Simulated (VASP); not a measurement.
# GaN (vib) (Fm-3m) in VASP: a series of runs, part 2 of 2

VASP 6.6.1.

## Step 3: Single point, LDA

File INCAR:

```
PREC = Accurate
ENCUT = 600
EDIFF = 1E-6
ISMEAR = 0
SIGMA = 0.02
LREAL = F
LASPH = T
NELM = 120
ALGO = Normal
ISIF = 2
LWAVE = F
LCHARG = F
NBANDS = 16
GGA_COMPAT = F
```

File KPOINTS:

```
regular mesh
0
Gamma
  10 10 10
```

File POSCAR:

```
GaN
1.0
    0.0000000000      2.0904796590      2.0904796590
    2.0904796590      0.0000000000      2.0904796590
    2.0904796590      2.0904796590      0.0000000000
Ga N
1 1
Direct
    0.0000000000      0.0000000000      0.0000000000
    0.5000000000      0.5000000000      0.5000000000
```

Potentials or basis: VASP PAW LDA potentials, release 64 (Ga_d, N).

Started as:

```bash
$ cat potpaw_LDA.64/Ga_d/POTCAR potpaw_LDA.64/N/POTCAR > POTCAR
$ mpirun -np 1 vasp_std > vasp.out
```

OUTCAR:

```text
PREC = Accurate
   ENCUT = 600
   EDIFF = 1E-6
   ISMEAR = 0
   LREAL = F
   LASPH = T
   NELM = 120
   ISIF = 2

 ion  position               nearest neighbor table
   1  0.000  0.000  0.000-   2 2.09   2 2.09   2 2.09   2 2.09   2 2.09   2 2.09
   2  0.500  0.500  0.500-   1 2.09   1 2.09   1 2.09   1 2.09   1 2.09   1 2.09

  LATTYP: Found a face centered cubic cell.
 ALAT       =     4.1809593180

  Lattice vectors:

 A1 = (   0.0000000000,   2.0904796590,   2.0904796590)
 A2 = (   2.0904796590,   0.0000000000,   2.0904796590)
 A3 = (   2.0904796590,   2.0904796590,   0.0000000000)

Analysis of symmetry for initial positions (statically):
=====================================================================
 Subroutine PRICEL returns:
 Original cell was already a primitive cell.

 Routine SETGRP: Setting up the symmetry group for a
 face centered cubic supercell.

 Subroutine GETGRP returns: Found 48 space group operations
 (whereof 48 operations were pure point group operations)
 out of a pool of 48 trial point group operations.

The static configuration has the point symmetry O_h .
[... 155 lines left out ...]
  ext. energy  EPLUGINS =         0.00000000
  ---------------------------------------------------
  free energy    TOTEN  =       -13.08266904 eV

  energy without entropy =      -13.08266904  energy(sigma->0) =      -13.08266904

 E-fermi :   8.2861     XC(G=0): -13.6670

 val. band max:        8.0729711055   @ k =  -0.2000   0.2000   0.0000
 cond. band min:       8.7207083581   @ k =   0.5000   0.5000   0.0000
 fundamental gap:      0.6477372526
 Fermi energy:         8.2860840247

 k-point     1 :       0.0000    0.0000    0.0000
  band No.  band energies     occupation
      1      -9.4366      2.00000
      2      -5.9934      2.00000
      3      -5.9934      2.00000
      4      -5.9934      2.00000
      5      -5.8871      2.00000
      6      -5.8871      2.00000
[... 433 lines left out ...]
      3      -5.8455      2.00000
      4      -5.7954      2.00000
      5      -5.7346      2.00000
      6      -4.6908      2.00000
[... 8 lines left out ...]
     15      33.2079      0.00000
     16      34.6623      0.00000

 [... further k-points ...]
[... 5 lines left out ...]
  --------------------------------------------------------------------------------------
  -------------------------------------------------------------------------------------
  Total        0.1457407      0.1457407      0.1457407     -0.0000000     -0.0000000      0.0000000
  in kB       12.7797888     12.7797888     12.7797888     -0.0000000     -0.0000000      0.0000000
  external PRESSURE =      12.7797888 kB  Pullay stress =       0.0000000 kB

 VOLUME and BASIS-vectors are now :
 -----------------------------------------------------------------------------
  energy-cutoff  :      600.00
  volume of cell :       18.27
      direct lattice vectors                 reciprocal lattice vectors
     0.000000000  2.090479659  2.090479659    -0.239179558  0.239179558  0.239179558
     2.090479659  0.000000000  2.090479659     0.239179558 -0.239179558  0.239179558
     2.090479659  2.090479659  0.000000000     0.239179558  0.239179558 -0.239179558

 POSITION                                       TOTAL-FORCE (eV/Angst)
 -----------------------------------------------------------------------------------
      0.00000      0.00000      0.00000        -0.000000      0.000000      0.000000
      2.09048      2.09048      2.09048         0.000000     -0.000000     -0.000000
 -----------------------------------------------------------------------------------
    total drift:                                0.000000     -0.000000     -0.000000

  FREE ENERGIE OF THE ION-ELECTRON SYSTEM (eV)
  ---------------------------------------------------
  free  energy   TOTEN  =       -13.0826690445 eV

  energy  without entropy=      -13.0826690445  energy(sigma->0) =      -13.08266904
```

OSZICAR:

```text
N       E                     dE             d eps       ncg     rms          rms(c)
DAV:   1     0.715683197136E+02    0.71568E+02   -0.10124E+04  1832   0.230E+03
DAV:   2    -0.109289764745E+02   -0.82497E+02   -0.76987E+02  1736   0.324E+02
DAV:   3    -0.149150076519E+02   -0.39860E+01   -0.39746E+01  1784   0.605E+01
DAV:   4    -0.149433654493E+02   -0.28358E-01   -0.28356E-01  1840   0.528E+00
DAV:   5    -0.149437028315E+02   -0.33738E-03   -0.33738E-03  1808   0.547E-01    0.724E+00
DAV:   6    -0.131407451213E+02    0.18030E+01   -0.44008E+00  2112   0.417E+01    0.237E+00
DAV:   7    -0.131091858598E+02    0.31559E-01   -0.18635E-01  1800   0.481E+00    0.149E+00
DAV:   8    -0.130841007618E+02    0.25085E-01   -0.37799E-02  1752   0.205E+00    0.460E-01
DAV:   9    -0.130827718501E+02    0.13289E-02   -0.53298E-03  1752   0.162E+00    0.107E-01
DAV:  10    -0.130826723850E+02    0.99465E-04   -0.52943E-04  1744   0.272E-01    0.156E-02
DAV:  11    -0.130826689607E+02    0.34243E-05   -0.26303E-05  1856   0.542E-02    0.751E-03
DAV:  12    -0.130826690445E+02   -0.83786E-07   -0.12979E-06  1400   0.178E-02
   1 F= -.13082669E+02 E0= -.13082669E+02  d E =-.661651E-53
```

stdout:

```text
POSCAR found type information on POSCAR GaN
 POSCAR found :  2 types and       2 ions
 scaLAPACK will be used
 LDA part: xc-table for (Slater(with rela. corr.)+CA(PZ))
 , standard interpolation
 POSCAR, INCAR and KPOINTS ok, starting setup
 FFT: planning ... GRIDC
 FFT: planning ... GRID_SOFT
 FFT: planning ... GRID
 WAVECAR not read
 entering main loop
```

Run time: 10 s. Hardware: 1 thread of Intel Xeon Platinum 8259CL at 2.50GHz (Skylake/Cascade Lake), shared host; peak memory 0.13 GiB.

What came out:

```yaml
Free_energy: -13.0827 eV
Pressure: 1.3 GPa
Band_gap_on_the_k_mesh: 0.65 eV, indirect (least direct gap 3.25 eV)
```

A k mesh can miss the band edges. A hybrid or GW would open this gap; LDA tends to underestimate it.

## Step 4: Single point, LDA

File INCAR:

```
SYSTEM = GaN
PREC     = Accurate       ! precision mode
ENCUT    = 600            ! plane-wave cutoff, eV
EDIFF    = 1E-6           ! SCF threshold, eV
ISMEAR   = 0              ! smearing method
SIGMA    = 0.01           ! smearing width, eV
LREAL    = .FALSE.        ! projectors in reciprocal space
LASPH    = .TRUE.         ! aspherical terms in the spheres
NELM     = 120            ! most SCF steps
ALGO     = Normal         ! electronic algorithm
ISIF     = 2              ! what is computed and relaxed
LWAVE    = .FALSE.        ! write WAVECAR
LCHARG   = .FALSE.        ! write CHGCAR
GGA      = CA             ! functional
NBANDS   = 16             ! bands
GGA_COMPAT= .FALSE.
```

File KPOINTS:

```
regular mesh
0
G
  12 12 12
  0 0 0
```

POSCAR is that of step 3.

Started as:

```bash
$ cat potpaw_LDA.64/Ga_d/POTCAR potpaw_LDA.64/N/POTCAR > POTCAR
$ mpirun -np 1 vasp_std > vasp.out
```

Run time: 15 s. Hardware: 1 thread of Intel Xeon Platinum 8259CL at 2.50GHz (Skylake/Cascade Lake), shared host; peak memory 0.14 GiB.

Results (log left out):

- Free energy: -13.0829 eV
- Pressure: 1.3 GPa
- Band gap on the k mesh: 0.62 eV, indirect (least direct gap 3.25 eV)

Levels at points of the mesh, in eV from the valence-band top:
```tsv
k point	band 6	band 7	band 8	band 9	band 10	band 11	band 12	band 13
(0.00, 0.00, 0.00)	-13.99	-0.57	-0.57	-0.57	2.68	14.84	14.84	14.84
(0.50, 0.00, 0.00)	-13.84	-8.52	-0.17	-0.17	4.80	9.08	9.08	9.66
(0.50, 0.50, 0.00)	-10.80	-7.44	-3.21	-3.21	0.62	7.79	12.09	14.69
```

## Step 5: Overview

| cell | k mesh | smearing | gap on the mesh (eV) | pressure (GPa) |
| --- | --- | --- | --- | --- |
| a = 2.958 Å, angles 60.0°, 2 atoms | 8 × 8 × 8 | gaussian 0.1 eV | 0.63 | 0.9 |
| a = 2.956 Å, angles 60.0°, 2 atoms | 10 × 10 × 10 | gaussian 0.02 eV | 0.65 | 1.3 |
| a = 2.956 Å, angles 60.0°, 2 atoms | 12 × 12 × 12 | gaussian 0.01 eV | 0.62 | 1.3 |

Alike in all rows: task single point; level LDA; potentials or basis VASP PAW LDA potentials, release 64 (Ga_d, N); no spin polarisation; cutoff (eV) 600.

On the cell as given the gap runs from 0.62 eV (LDA) to 0.65 eV (LDA); the meshes differ, which moves gaps too.

Absolute energies hang on the potentials; compare differences alone.
